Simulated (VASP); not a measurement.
## SiSn2: single point with PBE

Crystal: SiSn2.

```
Si Sn
1.0
     4.43415    0.00000    0.00000
    -2.21708    3.84009    0.00000
     0.00000    0.00000   10.82021
Si Sn
2 4
Direct
  0.00000 0.00000 0.39060
  0.00000 0.00000 0.60940
  0.33333 0.66667 0.05180
  0.66667 0.33333 0.68343
  0.33333 0.66667 0.31657
  0.66667 0.33333 0.94820
```

```json
{"Program": "VASP 6.6.1", "Task": "single point", "Functional": "PBE", "Potentials or basis": "VASP PAW PBE potentials, release 64 (Si, Sn_d)", "Cutoff": "520 eV", "k mesh": "6 × 6 × 2", "Occupations": "gaussian, width 0.1 eV", "Spin": "no spin polarisation"}
```

```json
{
  "Pressure": "0.0 GPa",
  "Largest force": "0.031 eV/Å",
  "Band gap on the k mesh": "zero (bands 32 and 33 overlap by 0.01 eV)"
}
```

Forces in eV/Å, atoms in the order of the input:
```
Si   0.000  0.000  0.031
Si   0.000  0.000 -0.031
Sn   0.000  0.000  0.005
Sn   0.000  0.000  0.012
Sn   0.000  0.000 -0.012
Sn   0.000  0.000 -0.005
```

Stress tensor (GPa, compression positive):
```
-0.01  0.00  0.00
 0.00 -0.01  0.00
 0.00  0.00  0.12
```

Levels at points of the mesh, in eV from the Fermi level:
```csv
k point,band 28,band 29,band 30,band 31,band 32,band 33,band 34,band 35,band 36,band 37
"(0.00, 0.00, 0.00)",-0.75,-0.75,-0.46,-0.33,-0.01,0.20,0.20,0.89,2.15,2.15
"(0.50, 0.00, 0.00)",-2.79,-2.52,-2.37,-1.67,-1.36,0.55,0.75,1.39,1.56,3.10
"(0.00, 0.00, 0.50)",-1.56,-0.60,-0.60,-0.27,-0.02,-0.02,0.51,1.32,2.60,2.60
"(0.50, 0.00, 0.50)",-3.03,-2.73,-1.97,-1.19,-1.06,0.10,0.56,1.42,2.26,2.39
```

It took 86 s on 1 thread of Intel(R) Xeon(R) Platinum 8488C (Sapphire Rapids), on a shared host, peak memory 0.35 GiB.

Caveat: semilocal functionals underestimate gaps, so a narrow gap can read as zero; spin-orbit coupling is left out, which moves the levels of the heavy elements.
